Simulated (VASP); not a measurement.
SiC:

```
Si C
1.0
     0.00000    2.17843    2.17843
     2.17843    0.00000    2.17843
     2.17843    2.17843    0.00000
Si C
1 1
Direct
  0.00000 0.00000 0.00000
  0.25000 0.25000 0.25000
```

Base run:

* Program: VASP 6.6.1
* Functional: PBEsol
* Potentials or basis: VASP PAW PBE potentials, release 64 (Si, C)
* Cutoff: 520 eV
* k mesh: 9 × 9 × 9
* Occupations: fermi-dirac, width 0.05 eV
* Spin: no spin polarisation

Its results: band gap on the k mesh 1.38 eV, indirect (least direct gap 4.52 eV); pressure 0.4 GPa.

Problem. The run is repeated on the same cell with these changes: functional from PBEsol to PBE; cutoff from 520 eV to 600 eV. What comes out?

Solution. Band gap on the k mesh 1.50 eV, indirect (least direct gap 4.62 eV); pressure 3.3 GPa.

PBE binds less tightly than PBEsol, so the same cell stands under more pressure.

Caveats: the PAW data sets were made with another functional, which shifts forces and pressure a little (some runs).

A k mesh can miss the band edges.
